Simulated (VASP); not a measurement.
Write the native input for VASP 6.6.1 that does the following.

- Task: relaxation of the atoms
- Functional: PBE
- Potentials or basis: VASP PAW PBE potentials, release 64 (Al, O)
- Cutoff: 520 eV
- k mesh: 6 × 6 × 6
- Occupations: gaussian, width 0.01 eV
- Spin: no spin polarisation
- Dipole correction: no
- Further INCAR settings: ALGO = Normal; EDIFF = 1e-07; IBRION = 2; EDIFFG = -0.002; NSW = 80

The structure of Al2O3 lies in POSCAR:

```
Al2O3
1.0
    2.3802500000      1.3742379782      4.3318666667
   -2.3802500000      1.3742379782      4.3318666667
    0.0000000000     -2.7484759565      4.3318666667
Al O
4 6
Direct
    0.3521600000      0.3521600000      0.3521600000
    0.1478400000      0.1478400000      0.1478400000
    0.6478400000      0.6478400000      0.6478400000
    0.8521600000      0.8521600000      0.8521600000
    0.5566800000      0.9433200000      0.2500000000
    0.2500000000      0.5566800000      0.9433200000
    0.9433200000      0.2500000000      0.5566800000
    0.4433200000      0.0566800000      0.7500000000
    0.7500000000      0.4433200000      0.0566800000
    0.0566800000      0.7500000000      0.4433200000
```

These files were run (other wordings do the same):

INCAR

```
ALGO = Normal
EDIFF = 1E-7
EDIFFG = -0.002
ENCUT = 520
GGA = PE
IBRION = 2
ISIF = 2
ISMEAR = 0
LASPH = True
LCHARG = False
LREAL = False
LWAVE = False
NELM = 100
NSW = 80
PREC = Accurate
SIGMA = 0.01
```

KPOINTS

```
k-points
0
Gamma
  6 6 6
```

Potentials or basis: VASP PAW PBE potentials, release 64 (Al, O).

Run with:

```bash
$ cat potpaw_PBE.64/Al/POTCAR potpaw_PBE.64/O/POTCAR > POTCAR
$ mpirun -np 1 vasp_std > vasp.out
```

It gave:

```
Energy gained by relaxing : 0.0 meV/atom
Ionic steps               : 5
Pressure after relaxing   : 7.2 GPa
Band gap on the k mesh    : 6.22 eV, direct
```

Wall time 6 min on 1 thread of Intel Xeon 8259CL (shared host), peak memory 0.27 GiB.
